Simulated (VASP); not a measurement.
Wanted: the native input for a VASP 6.6.1 run.

```yaml
Task: single point
Functional: PBE
Dispersion: D3(BJ)
Potentials_or_basis: VASP PAW PBE potentials, release 64 (C)
Cutoff: 520 eV
k_mesh: 24 × 24 × 8
Occupations: gaussian, width 0.15 eV
Spin: no spin polarisation
Dipole_correction: no
Further_INCAR_settings: ALGO = Normal; EDIFF = 1e-06; NBANDS = 16
```

The structure of C lies in POSCAR:

```
C
1.0
    2.4649796655      0.0000000000      0.0000000000
   -1.2324898327      2.1347350101      0.0000000000
    0.0000000000      0.0000000000      6.1993580202
C
4
Direct
    0.0000000000      0.0000000000      0.0025000000
    0.0000000000      0.0000000000      0.5025000000
    0.3333333333      0.6666666667      0.0025000000
    0.6666666667      0.3333333333      0.5025000000
```

This cell differs from its parent crystal: strain +0.000 along x and y, -0.080 along z.

These files were run (other wordings do the same):

INCAR

```
SYSTEM = C
ALGO = Normal
EDIFF = 1E-6
ENCUT = 520
GGA = PE
ISIF = 2
ISMEAR = 0
IVDW = 12
LASPH = .True.
LCHARG = .False.
LREAL = .False.
LWAVE = .False.
NBANDS = 16
NELM = 60
PREC = Accurate
SIGMA = 0.15
```

KPOINTS

```
k-points
0
Gamma
  24 24 8
  0 0 0
```

Potentials or basis: VASP PAW PBE potentials, release 64 (C).

Command:

```sh
$ cat potpaw_PBE.64/C/POTCAR > POTCAR
$ mpirun -np 1 vasp_std > vasp.out
```

It gave:

The pressure is 1.8 GPa, the band gap on the k mesh is zero (band 8 reaches 5.41 eV, above the bottom of band 9 at 5.34 eV) and the dispersion energy per atom is -0.171 eV.

Caveat: the cell differs from its parent crystal (strain +0.000 along x and y, -0.080 along z).

Wall time 45 s on 1 thread of Intel(R) Xeon(R) 6975P-C (Granite Rapids), with other jobs on the host, peak memory 0.23 GiB.
